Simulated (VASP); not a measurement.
# Sn in VASP: notebook, part 2 of 2

VASP 6.6.1.

### Step 3. Electric field gradients, LDA (volume scaled by 0.94)

INCAR

```
SYSTEM = Sn
  PREC = Accurate
  ENCUT = 520
  EDIFF = 1E-8
  ISMEAR = -1
  SIGMA = 0.03
  LREAL = .FALSE.
  LASPH = .TRUE.
  NELM = 100
  ALGO = Normal
  ISIF = 2
  LWAVE = .FALSE.
  LCHARG = .FALSE.
  LEFG = .TRUE.
  NBANDS = 21
```

KPOINTS

```
regular mesh
0
G
  9 9 9
  0 0 0
```

POSCAR

```
Sn
1.0
    0.0000000000      3.1793446744      3.1793446744
    3.1793446744      0.0000000000      3.1793446744
    3.1793446744      3.1793446744      0.0000000000
Sn
2
Direct
    0.5000000000      0.5000000000      0.5000000000
    0.7500000000      0.7500000000      0.7500000000
```

Potentials or basis: VASP PAW LDA potentials, release 64 (Sn_d).

On the command line:

```console
cat potpaw_LDA.64/Sn_d/POTCAR > POTCAR
mpirun -np 1 vasp_std > vasp.out
```

OUTCAR:

```text
SYSTEM = Sn
   PREC = Accurate
   ENCUT = 520
   EDIFF = 1E-8
   ISMEAR = -1
   LREAL = .FALSE.
   LASPH = .TRUE.
   NELM = 100
   ISIF = 2

 ion  position               nearest neighbor table
   1  0.500  0.500  0.500-   2 2.75   2 2.75   2 2.75   2 2.75
   2  0.750  0.750  0.750-   1 2.75   1 2.75   1 2.75   1 2.75

  LATTYP: Found a face centered cubic cell.
 ALAT       =     6.3586893488

  Lattice vectors:

 A1 = (   0.0000000000,   3.1793446744,   3.1793446744)
 A2 = (   3.1793446744,   0.0000000000,   3.1793446744)
 A3 = (   3.1793446744,   3.1793446744,   0.0000000000)

Analysis of symmetry for initial positions (statically):
=====================================================================
 Subroutine PRICEL returns:
 Original cell was already a primitive cell.

 Routine SETGRP: Setting up the symmetry group for a
 face centered cubic supercell.

 Subroutine GETGRP returns: Found 48 space group operations
 (whereof 24 operations were pure point group operations)
 out of a pool of 48 trial point group operations.

The static configuration has the point symmetry T_d .
 The point group associated with its full space group is O_h .

Analysis of symmetry for dynamics (positions and initial velocities):
=====================================================================
 Subroutine PRICEL returns:
 Original cell was already a primitive cell.

 Routine SETGRP: Setting up the symmetry group for a
 face centered cubic supercell.

 Subroutine GETGRP returns: Found 48 space group operations
 (whereof 24 operations were pure point group operations)
 out of a pool of 48 trial point group operations.

[... 149 lines left out ...]
 E-fermi :   6.0495     XC(G=0):  -9.4604

 val. band max:        5.8694368897   @ k =   0.1111   0.0000   0.0000
 cond. band min:       6.0858755540   @ k =   0.4444   0.0000   0.0000
 fundamental gap:      0.2164386643
 Fermi energy:         6.0494676460

 k-point     1 :       0.0000    0.0000    0.0000
  band No.  band energies     occupation
      1     -15.7083      2.00000
      2     -15.7083      2.00000
      3     -15.7083      2.00000
      4     -15.6378      2.00000
      5     -15.6378      2.00000
      6     -15.2711      2.00000
[... 565 lines left out ...]
     20      16.2459      0.00000
     21      16.4754      0.00000

 [... further k-points ...]
[... 5 lines left out ...]
  --------------------------------------------------------------------------------------
  -------------------------------------------------------------------------------------
  Total        1.1076185      1.1076185      1.1076185      0.0000000      0.0000000     -0.0000000
  in kB       27.6094614     27.6094614     27.6094614      0.0000000      0.0000000     -0.0000000
  external PRESSURE =      27.6094614 kB  Pullay stress =       0.0000000 kB

 VOLUME and BASIS-vectors are now :
 -----------------------------------------------------------------------------
  energy-cutoff  :      520.00
  volume of cell :       64.28
      direct lattice vectors                 reciprocal lattice vectors
     0.000000000  3.179344674  3.179344674    -0.157265113  0.157265113  0.157265113
     3.179344674  0.000000000  3.179344674     0.157265113 -0.157265113  0.157265113
     3.179344674  3.179344674  0.000000000     0.157265113  0.157265113 -0.157265113

 POSITION                                       TOTAL-FORCE (eV/Angst)
 -----------------------------------------------------------------------------------
      3.17934      3.17934      3.17934         0.000000      0.000000      0.000000
      4.76902      4.76902      4.76902        -0.000000     -0.000000     -0.000000
 -----------------------------------------------------------------------------------
    total drift:                                0.000000      0.000000      0.000000

  FREE ENERGIE OF THE ION-ELECTRON SYSTEM (eV)
  ---------------------------------------------------
  free  energy   TOTEN  =        -8.9077137101 eV

  energy  without entropy=       -8.9072599853  energy(sigma->0) =       -8.90748685

 Electric field gradients (V/A^2)
---------------------------------------------------------------------
 ion       V_xx      V_yy      V_zz      V_xy      V_xz      V_yz
---------------------------------------------------------------------
   1       0.000    -0.000     0.000    -0.002    -0.002    -0.002
   2       0.000    -0.000     0.000    -0.002    -0.002    -0.002
---------------------------------------------------------------------

 Electric field gradients after diagonalization (V/A^2)
 (convention: |V_zz| > |V_xx| > |V_yy|)
----------------------------------------------------------------------
 ion       V_xx      V_yy      V_zz     asymmetry (V_yy - V_xx)/ V_zz
----------------------------------------------------------------------
   1       0.002     0.002    -0.004       0.000
   2       0.002     0.002    -0.004       0.000
----------------------------------------------------------------------

           NMR quadrupolar parameters

 Cq : quadrupolar parameter    Cq=e*Q*V_zz/h
 eta: asymmetry parameters     (V_yy - V_xx)/ V_zz
 Q  : nuclear electric quadrupole moment in mb (millibarn)
----------------------------------------------------------------------
 ion       Cq(MHz)       eta       Q (mb)
----------------------------------------------------------------------
   1      -0.000       0.000       1.000
   2      -0.000       0.000       1.000
----------------------------------------------------------------------
```

OSZICAR:

```text
N       E                     dE             d eps       ncg     rms          rms(c)
DAV:   1     0.231987892271E+03    0.23199E+03   -0.14976E+04  1490   0.202E+03
DAV:   2     0.166168554568E+02   -0.21537E+03   -0.21119E+03  1485   0.455E+02
DAV:   3    -0.823830055287E+01   -0.24855E+02   -0.24715E+02  1715   0.142E+02
DAV:   4    -0.902949139606E+01   -0.79119E+00   -0.79084E+00  1675   0.286E+01
DAV:   5    -0.905657570155E+01   -0.27084E-01   -0.27084E-01  2046   0.521E+00    0.363E+00
DAV:   6    -0.895592248600E+01    0.10065E+00   -0.46675E-02  1877   0.222E+00    0.204E+00
DAV:   7    -0.890693393418E+01    0.48989E-01   -0.69247E-02  1575   0.226E+00    0.154E-01
DAV:   8    -0.890763074280E+01   -0.69681E-03   -0.61747E-03  1695   0.821E-01    0.563E-02
DAV:   9    -0.890771440820E+01   -0.83665E-04   -0.20159E-04  1936   0.993E-02    0.155E-02
DAV:  10    -0.890771340000E+01    0.10082E-05   -0.14627E-05  1987   0.407E-02    0.445E-03
DAV:  11    -0.890771370968E+01   -0.30969E-06   -0.11451E-06  1603   0.698E-03    0.180E-03
DAV:  12    -0.890771371011E+01   -0.43201E-09   -0.53329E-08  1662   0.188E-03
   1 F= -.89077137E+01 E0= -.89074868E+01  d E =-.453725E-03
```

Wall time 41 s (1 thread of Intel Xeon Platinum 8375C at 2.90GHz (Ice Lake), shared host); peak memory 0.18 GiB.

What came out:

| Property | Result |
| --- | --- |
| Free energy | -8.9077 eV |
| Pressure | 2.8 GPa |
| Band gap on the k mesh | zero (band 14 reaches 6.13 eV, above the bottom of band 15 at 6.09 eV) |

Caveat: without QUAD_EFG the Cq values of the log hold for a quadrupole moment of 1 mb, not for the nuclei; spin-orbit coupling is left out, which moves the levels of the heavy elements.

### Step 4. Electric field gradients, LDA (volume scaled by 0.94)

INCAR

```
PREC = Accurate
ENCUT = 520
EDIFF = 1E-8
ISMEAR = -1
SIGMA = 0.03
LREAL = F
LASPH = T
NELM = 80
ALGO = Normal
ISIF = 2
LWAVE = F
LCHARG = F
LEFG = T
NBANDS = 21
```

KPOINTS

```
regular mesh
0
Gamma
  9 9 9
```

POSCAR is that of step 3.

Potentials or basis: VASP PAW LDA potentials, release 64 (Sn_d).

On the command line:

```console
cat potpaw_LDA.64/Sn_d/POTCAR > POTCAR
mpirun -np 1 vasp_std > vasp.out
```

OUTCAR:

```text
PREC = Accurate
   ENCUT = 520
   EDIFF = 1E-8
   ISMEAR = -1
   LREAL = F
   LASPH = T
   NELM = 80
   ISIF = 2

 ion  position               nearest neighbor table
   1  0.500  0.500  0.500-   2 2.75   2 2.75   2 2.75   2 2.75
   2  0.750  0.750  0.750-   1 2.75   1 2.75   1 2.75   1 2.75

  LATTYP: Found a face centered cubic cell.
 ALAT       =     6.3586893488

  Lattice vectors:

 A1 = (   0.0000000000,   3.1793446744,   3.1793446744)
 A2 = (   3.1793446744,   0.0000000000,   3.1793446744)
 A3 = (   3.1793446744,   3.1793446744,   0.0000000000)

[... 788 lines left out ...]
  ---------------------------------------------------
  free  energy   TOTEN  =        -8.9077137101 eV

  energy  without entropy=       -8.9072599853  energy(sigma->0) =       -8.90748685

 Electric field gradients (V/A^2)
---------------------------------------------------------------------
 ion       V_xx      V_yy      V_zz      V_xy      V_xz      V_yz
---------------------------------------------------------------------
   1       0.000    -0.000     0.000    -0.002    -0.002    -0.002
   2       0.000    -0.000     0.000    -0.002    -0.002    -0.002
---------------------------------------------------------------------

 Electric field gradients after diagonalization (V/A^2)
 (convention: |V_zz| > |V_xx| > |V_yy|)
----------------------------------------------------------------------
 ion       V_xx      V_yy      V_zz     asymmetry (V_yy - V_xx)/ V_zz
----------------------------------------------------------------------
   1       0.002     0.002    -0.004       0.000
   2       0.002     0.002    -0.004       0.000
----------------------------------------------------------------------

           NMR quadrupolar parameters

 Cq : quadrupolar parameter    Cq=e*Q*V_zz/h
 eta: asymmetry parameters     (V_yy - V_xx)/ V_zz
 Q  : nuclear electric quadrupole moment in mb (millibarn)
----------------------------------------------------------------------
 ion       Cq(MHz)       eta       Q (mb)
----------------------------------------------------------------------
   1      -0.000       0.000       1.000
   2      -0.000       0.000       1.000
----------------------------------------------------------------------
```

stdout:

```text
POSCAR found type information on POSCAR Sn
 POSCAR found :  1 types and       2 ions
 scaLAPACK will be used
 LDA part: xc-table for (Slater(with rela. corr.)+CA(PZ))
 , standard interpolation
 POSCAR, INCAR and KPOINTS ok, starting setup
 FFT: planning ... GRIDC
 FFT: planning ... GRID_SOFT
 FFT: planning ... GRID
 WAVECAR not read
 entering main loop
ion   1

ion   2
```

Run time: 32 s. Hardware: 1 thread of Intel Xeon Platinum 8375C at 2.90GHz (Ice Lake), shared host; peak memory 0.18 GiB.

Results:

- Free energy: -8.9077 eV
- Pressure: 2.8 GPa
- Band gap on the k mesh: zero (band 14 reaches 6.13 eV, above the bottom of band 15 at 6.09 eV)

Caveat: without QUAD_EFG the Cq values of the log hold for a quadrupole moment of 1 mb, not for the nuclei; spin-orbit coupling is left out, which moves the levels of the heavy elements.
